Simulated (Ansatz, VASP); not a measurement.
One calculation of AlCo, two programs

```
Al Co
1.0
     2.99450    0.00000    0.00000
     0.00000    2.99450    0.00000
     0.00000    0.00000    2.70931
Al Co
1 1
Direct
  0.00000 0.00000 0.00000
  0.50000 0.50000 0.50000
```

Change from the starting cell: strain +0.050 along x and y, -0.050 along z, atoms carried along.

Alike in both runs: task single point; functional PBE; k mesh 22 × 22 × 22; occupations gaussian, width 0.15 eV; no spin polarisation.

```csv
,VASP,Ansatz
version,VASP 6.6.1,Ansatz 0.2.0
potentials or method,"VASP PAW PBE potentials, release 64 (Al, Co), cutoff 520 eV","scalar-relativistic, plane waves, PAW"
valence electrons in the cell,12,20
```

```tsv
	VASP	Ansatz	Ansatz less VASP
gap on the k mesh at the Fermi level (eV)	none	none	-
pressure (GPa)	-6.3	-6.2	+0.13
traceless stress, the component that is largest in VASP (GPa)	12.47	12.48	+0.012
```

A gap of «none» marks a metal or a gap that the smearing closes. VASP's potentials hold 12 valence electrons a cell and Ansatz's 20, so a difference there can come from the potentials and not from the codes.
